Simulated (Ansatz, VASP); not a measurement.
# Ni: VASP beside Ansatz

Contents of INCAR:

```
SYSTEM = Ni
PREC     = Accurate       ! precision mode
ENCUT    = 520            ! plane-wave cutoff, eV
EDIFF    = 1E-6           ! SCF threshold, eV
ISMEAR   = -1             ! smearing method
SIGMA    = 0.1            ! smearing width, eV
LREAL    = .False.        ! projectors in reciprocal space
LASPH    = .True.         ! aspherical terms in the spheres
NELM     = 150            ! most SCF steps
ALGO     = Normal         ! electronic algorithm
ISIF     = 2              ! what is computed and relaxed
LWAVE    = .False.        ! write WAVECAR
LCHARG   = .False.        ! write CHGCAR
ISPIN    = 2              ! spin polarisation
MAGMOM   = 0.2 0.2        ! initial moments
LORBIT   = 11             ! projections on sites
LMAXMIX  = 4              ! l up to which the mixer works
GGA      = PE             ! functional
ISYM     = 0            
NBANDS   = 21             ! bands
```

KPOINTS

```
Automatic mesh
0
Gamma
  12 12 6
  0 0 0
```

Contents of POSCAR:

```
Ni
1.0
    0.0000000000      1.7710500000      1.7710500000
    1.7710500000      0.0000000000      1.7710500000
    3.5421000000      3.5421000000      0.0000000000
Ni
2
Direct
    0.0000000000      0.0000000000      0.0000000000
    0.0000000000      0.0000000000      0.5000000000
```

Input for Ansatz:

```yaml
crystal:
  lattice:
    - [0.0, 1.77105, 1.77105]
    - [1.77105, 0.0, 1.77105]
    - [3.5421, 3.5421, 0.0]
  atoms:
    - { symbol: Ni, position: [0.0, 0.0, 0.0], spin: 0.2 }
    - { symbol: Ni, position: [0.0, 0.0, 0.5], spin: 0.2 }
  symmetry: { detect: false, time_reversal: true }
magnetization:
  spin_polarized: true
hamiltonian:
  xc: pbe
  pseudopotentials: { kind: paw }
basis:
  ecutwfc: 420
kpoints:
  mp_grid: { grid: [12, 12, 6] }
scf:
  occupations: { method: fermi_dirac, width: 0.1 }
  lower_state_search: "off"
output:
  forces: true
  stress: true
```

Alike in both runs: task single point; functional PBE; k mesh 12 × 12 × 6; occupations fermi-dirac, width 0.1 eV; collinear spin.

|  | VASP | Ansatz |
| --- | --- | --- |
| version | VASP 6.6.1 | Ansatz 0.2.0 |
| potentials or method | VASP PAW PBE potentials, release 64 (Ni), cutoff 520 eV | PAW, plane waves, scalar-relativistic |
| valence electrons in the cell | 20 | 36 |

```tsv
	VASP	Ansatz	Ansatz less VASP
pressure (GPa)	-3.3	-3.3	+0.03
net moment per atom (μB)	0.64	0.66	+0.019
size of the moment on the site where the two differ most (μB)	0.65	0.70	+0.045
```

Site moments also hang on the region over which each program counts them. With one functional, cell and mesh, what is left measures potentials, basis and numerics. VASP's potentials hold 20 valence electrons a cell and Ansatz's 36, so a difference there can come from the potentials and not from the codes.
